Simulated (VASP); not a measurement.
# Zr2Si3: single point with PBE

Zr2Si3:

```
CELL_PARAMETERS angstrom
1.98787 1.14769 6.54720
-1.98787 1.14769 6.54720
0.00000 -2.29539 6.54720
ATOMIC_POSITIONS crystal
Zr 0.41069 0.41069 0.41069
Zr 0.58931 0.58931 0.58931
Si 0.00000 0.00000 0.00000
Si 0.16998 0.16998 0.16998
Si 0.83002 0.83002 0.83002
```

| Quantity | Value |
| --- | --- |
| Program | VASP 6.6.1 |
| Task | single point |
| Functional | PBE |
| Potentials or basis | VASP PAW PBE potentials, release 64 (Zr_sv, Si) |
| Cutoff | 520 eV |
| k mesh | 12 × 12 × 12 |
| Occupations | gaussian, width 0.1 eV |
| Spin | no spin polarisation |
| Dipole correction | no |
| Further INCAR settings | ALGO = Normal; EDIFF = 1e-07; NBANDS = 26 |

```
Pressure               : 0.0 GPa
Largest force          : 0.005 eV/Å
Band gap on the k mesh : zero (bands 18 and 19 overlap by 1.56 eV)
```

Forces on the atoms (eV/Å):
```
Zr   0.000  0.000 -0.005
Zr   0.000  0.000  0.005
Si   0.000  0.000  0.000
Si   0.000  0.000 -0.003
Si   0.000  0.000  0.003
```

Levels at points of the mesh, in eV from the Fermi level:
```csv
k point,band 15,band 16,band 17,band 18,band 19,band 20,band 21,band 22
"(0.00, 0.00, 0.00)",-2.23,-1.22,-1.04,-1.04,-0.78,0.59,0.59,0.71
"(0.50, 0.00, 0.00)",-3.01,-2.80,-1.67,-0.47,1.48,1.64,1.78,1.88
"(0.50, 0.50, 0.00)",-2.90,-2.89,-1.42,0.78,0.84,0.94,1.75,1.97
"(0.50, 0.50, 0.50)",-1.80,-1.80,-0.70,-0.70,-0.68,-0.48,-0.48,1.60
```

It took 46 min on 1 thread of Intel Xeon 8259CL, on a shared host, peak memory 0.65 GiB.
